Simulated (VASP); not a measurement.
# H10CO6 in VASP: notebook, part 2 of 2

VASP 6.6.1. The steps go on from the part before.

### 4 Single point, r2SCAN

The input, POSCAR:

```
H10CO6
1.0
    5.2704420000      0.0000000000      0.0000000000
    0.0000000000      5.2704420000      0.0000000000
    0.0000000000      0.0000000000      5.2704420000
O H C
6 10 1
Direct
    0.0950204935      0.5829302362      0.1328351588
    0.3998526120      0.9955521757      0.9300737965
    0.9709432340      0.0819096387      0.6757497758
    0.7024648028      0.2195641276      0.2442489643
    0.5405808469      0.6946665953      0.3688305459
    0.4845324168      0.4892758520      0.7440931899
    0.1932096018      0.5116269186     -0.0148943865
   -0.0330902038      0.4464141717      0.1516001884
    0.2541342832      1.0835144377      0.8568541310
    0.3552074001      0.8306893426      0.8778960095
    0.9111569770      0.1038432830      0.5009826500
    0.8365712022      0.0425011792      0.8018872041
    0.6324137520      0.0525003406      0.1983135380
    0.6693745989      0.3152297284      0.0899165573
    0.3684890186      0.6478394032      0.3146605161
    0.8052455563      0.6434564691      0.6126241404
    0.5984697299      0.6064766484      0.5816400218
```

The input, INCAR.step1:

```
PREC     = Accurate       # precision mode
ENCUT    = 520            # plane-wave cutoff, eV
ISMEAR   = -1             # smearing method
SIGMA    = 0.05           # smearing width, eV
LREAL    = Auto         
LASPH    = True           # aspherical terms in the spheres
NELM     = 100            # most SCF steps
NBANDS   = 39             # bands
GGA      = PE             # functional
ALGO     = Normal         # electronic algorithm
EDIFF    = 1E-4           # SCF threshold, eV
LWAVE    = True           # write WAVECAR
LCHARG   = False          # write CHGCAR
```

The input, INCAR.step2:

```
PREC     = Accurate       # precision mode
ENCUT    = 520            # plane-wave cutoff, eV
EDIFF    = 1E-7           # SCF threshold, eV
ISMEAR   = -1             # smearing method
SIGMA    = 0.05           # smearing width, eV
LREAL    = Auto         
LASPH    = True           # aspherical terms in the spheres
NELM     = 100            # most SCF steps
ALGO     = Normal         # electronic algorithm
ISIF     = 2              # what is computed and relaxed
LWAVE    = False          # write WAVECAR
LCHARG   = False          # write CHGCAR
METAGGA  = R2SCAN         # meta-GGA
LMIXTAU  = True         
NBANDS   = 39             # bands
ISTART   = 1
```

The input, KPOINTS:

```
regular mesh
0
Gamma
  1 1 1
```

Potentials or basis: VASP PAW PBE potentials, release 64 (O, H, C).

On the command line:

```console
$ cat potpaw_PBE.64/O/POTCAR potpaw_PBE.64/H/POTCAR potpaw_PBE.64/C/POTCAR > POTCAR
$ cp INCAR.step1 INCAR
$ mpirun -np 1 vasp_gam > vasp.out
$ cp INCAR.step2 INCAR
$ mpirun -np 1 vasp_gam > vasp.out
```

OUTCAR:

```text
PREC = Accurate
   ENCUT = 520
   EDIFF = 1E-7
   ISMEAR = -1
   LREAL = Auto
   LASPH = True
   NELM = 100
   ISIF = 2
   METAGGA = R2SCAN
   ISTART = 1

 ion  position               nearest neighbor table
   1  0.095  0.583  0.133-   8 0.99   7 1.01
   2  0.400  0.996  0.930-  10 0.94   9 0.98
   3  0.971  0.082  0.676-  11 0.98  12 0.99
   4  0.702  0.220  0.244-  14 0.97  13 0.98
   5  0.541  0.695  0.369-  15 0.98  17 1.25
[... 255 lines left out ...]
  -------------------------------------------------------------------------------------
  Total        0.8678676      2.1855335      0.4205847      0.4703824     -0.5902534      2.2444193
  in kB        9.4977981     23.9181141      4.6028087      5.1477861     -6.4596347     24.5625510
  external PRESSURE =      12.6729070 kB  Pullay stress =       0.0000000 kB

 VOLUME and BASIS-vectors are now :
 -----------------------------------------------------------------------------
  energy-cutoff  :      520.00
  volume of cell :      146.40
      direct lattice vectors                 reciprocal lattice vectors
     5.270442000  0.000000000  0.000000000     0.189737407  0.000000000  0.000000000
     0.000000000  5.270442000  0.000000000     0.000000000  0.189737407  0.000000000
     0.000000000  0.000000000  5.270442000     0.000000000  0.000000000  0.189737407

 POSITION                                       TOTAL-FORCE (eV/Angst)
 -----------------------------------------------------------------------------------
      0.50080      3.07230      0.70010         0.300381     -1.468966     -1.405151
      2.10740      5.24700      4.90190        -0.030265      0.708183      0.143418
      5.11730      0.43170      3.56150        -0.171422     -0.121947      0.774513
      3.70230      1.15720      1.28730         0.392186     -0.435263     -0.558617
      2.84910      3.66120      1.94390        -1.383469      1.190409     -2.100097
      2.55370      2.57870      3.92170        -1.418537     -0.223572      0.183765
[... 9 lines left out ...]
      4.24400      3.39130      3.22880         0.103422     -0.067543      0.214182
      3.15420      3.19640      3.06550         3.693922     -0.878419      2.478033
 -----------------------------------------------------------------------------------
    total drift:                               -0.004318     -0.003682      0.001903

  FREE ENERGIE OF THE ION-ELECTRON SYSTEM (eV)
  ---------------------------------------------------
  free  energy   TOTEN  =       -95.5063348214 eV

  energy  without entropy=      -95.5063348214  energy(sigma->0) =      -95.50633482
```

OSZICAR.step1:

```text
N       E                     dE             d eps       ncg     rms          rms(c)
DAV:   1     0.373958776157E+03    0.37396E+03   -0.30581E+04    78   0.125E+03
DAV:   2    -0.658218451474E+02   -0.43978E+03   -0.42228E+03   101   0.306E+02
DAV:   3    -0.951792574279E+02   -0.29357E+02   -0.29236E+02    92   0.820E+01
DAV:   4    -0.955206418107E+02   -0.34138E+00   -0.34099E+00   100   0.984E+00
DAV:   5    -0.955247675516E+02   -0.41257E-02   -0.41253E-02    85   0.106E+00    0.181E+01
DAV:   6    -0.879657238639E+02    0.75590E+01   -0.21698E+01    92   0.246E+01    0.725E+00
DAV:   7    -0.877897172674E+02    0.17601E+00   -0.99737E-01    92   0.523E+00    0.439E+00
DAV:   8    -0.877288361921E+02    0.60881E-01   -0.29378E-01   100   0.339E+00    0.637E-01
DAV:   9    -0.877264724414E+02    0.23638E-02   -0.27828E-02   100   0.109E+00    0.284E-01
DAV:  10    -0.877281802269E+02   -0.17078E-02   -0.10615E-02   100   0.597E-01    0.127E-01
DAV:  11    -0.877282987910E+02   -0.11856E-03   -0.10480E-03    92   0.209E-01    0.616E-02
DAV:  12    -0.877285086273E+02   -0.20984E-03   -0.35502E-04    92   0.110E-01    0.256E-02
DAV:  13    -0.877285345776E+02   -0.25950E-04   -0.41889E-05    68   0.456E-02
   1 F= -.87728535E+02 E0= -.87728535E+02  d E =-.545063E-10
```

It took 35 s on 1 thread of Intel Xeon 6975P-C (Granite Rapids), shared host; peak memory 0.24 GiB.

What came out:

```yaml
Free_energy: -95.5063 eV
Pressure: 1.3 GPa
Largest_force: 4.534 eV/Å
Band_gap_on_the_k_mesh: 6.15 eV
```

Forces in eV/Å, atoms in the order of the input:
```
O    0.300 -1.469 -1.405
O   -0.030  0.708  0.143
O   -0.171 -0.122  0.775
O    0.392 -0.435 -0.559
O   -1.383  1.190 -2.100
O   -1.419 -0.224  0.184
H   -0.559  0.672  0.820
H    0.720  0.616  0.562
H    0.152  0.407 -0.163
H   -0.039 -1.331 -0.075
H   -0.432  0.107  0.818
H    0.375  0.347 -1.526
H   -0.073  0.625  0.116
H   -0.431 -0.101  0.079
H   -1.198 -0.045 -0.360
H    0.103 -0.068  0.214
C    3.694 -0.878  2.478
```

Caveat: the k points lie up to 1.19 Å⁻¹ apart; the PAW data sets were made with another functional, which shifts forces and pressure a little.

### 5 Single point, r2SCAN

POSCAR is that of step 4.

The input, INCAR.step1:

```
PREC     = Accurate       # precision mode
ENCUT    = 910            # plane-wave cutoff, eV
ISMEAR   = -1             # smearing method
SIGMA    = 0.05           # smearing width, eV
LREAL    = Auto         
LASPH    = True           # aspherical terms in the spheres
NELM     = 120            # most SCF steps
NBANDS   = 39             # bands
GGA      = PE             # functional
ALGO     = Normal         # electronic algorithm
EDIFF    = 1E-5           # SCF threshold, eV
LWAVE    = True           # write WAVECAR
LCHARG   = False          # write CHGCAR
GGA_COMPAT= False
```

The input, INCAR.step2:

```
PREC     = Accurate       # precision mode
ENCUT    = 910            # plane-wave cutoff, eV
EDIFF    = 1E-6           # SCF threshold, eV
ISMEAR   = -1             # smearing method
SIGMA    = 0.05           # smearing width, eV
LREAL    = Auto         
LASPH    = True           # aspherical terms in the spheres
NELM     = 120            # most SCF steps
ALGO     = Normal         # electronic algorithm
ISIF     = 2              # what is computed and relaxed
LWAVE    = False          # write WAVECAR
LCHARG   = False          # write CHGCAR
METAGGA  = R2SCAN         # meta-GGA
LMIXTAU  = True         
NBANDS   = 39             # bands
ISTART   = 1            
GGA_COMPAT= False
```

KPOINTS is that of step 4.

Potentials or basis: VASP PAW PBE potentials, release 64 (O_h, H_h, C_h).

On the command line:

```console
$ cat potpaw_PBE.64/O_h/POTCAR potpaw_PBE.64/H_h/POTCAR potpaw_PBE.64/C_h/POTCAR > POTCAR
$ cp INCAR.step1 INCAR
$ mpirun -np 1 vasp_gam > vasp.out
$ cp INCAR.step2 INCAR
$ mpirun -np 1 vasp_gam > vasp.out
```

Wall time 59 s (1 thread of Intel Xeon 6975P-C (Granite Rapids), shared host); peak memory 0.39 GiB.

Results (log left out):

```
Free energy            : -96.0249 eV
Pressure               : 0.5 GPa
Largest force          : 4.283 eV/Å
Band gap on the k mesh : 6.17 eV
```

Forces on the atoms (eV/Å):
```
O    0.258 -1.537 -1.459
O   -0.128  0.623  0.074
O   -0.213 -0.123  0.757
O    0.323 -0.441 -0.645
O   -1.293  1.067 -1.813
O   -1.102  0.078 -0.275
H   -0.648  0.685  0.916
H    0.820  0.682  0.512
H    0.240  0.315 -0.114
H   -0.034 -1.148 -0.050
H   -0.435  0.075  0.923
H    0.423  0.369 -1.619
H   -0.020  0.741  0.119
H   -0.411 -0.201  0.174
H   -1.121 -0.061 -0.269
H    0.075 -0.070  0.207
C    3.265 -1.054  2.563
```

Stress tensor (GPa, compression positive):
```
 0.49  0.33  2.69
 0.33  1.68 -0.14
 2.69 -0.14 -0.71
```

Levels at points of the mesh, in eV from the valence-band top:
```tsv
k point	band 23	band 24	band 25	band 26	band 27	band 28
(0.00, 0.00, 0.00)	-0.44	-0.30	0.00	6.17	6.36	9.77
```

Caveat: the k points lie up to 1.19 Å⁻¹ apart; the cutoff is under 1.25 times the usual one of these potentials, so pressure, stress and relaxed cells hold a basis-set (Pulay) error; the PAW data sets were made with another functional, which shifts forces and pressure a little.
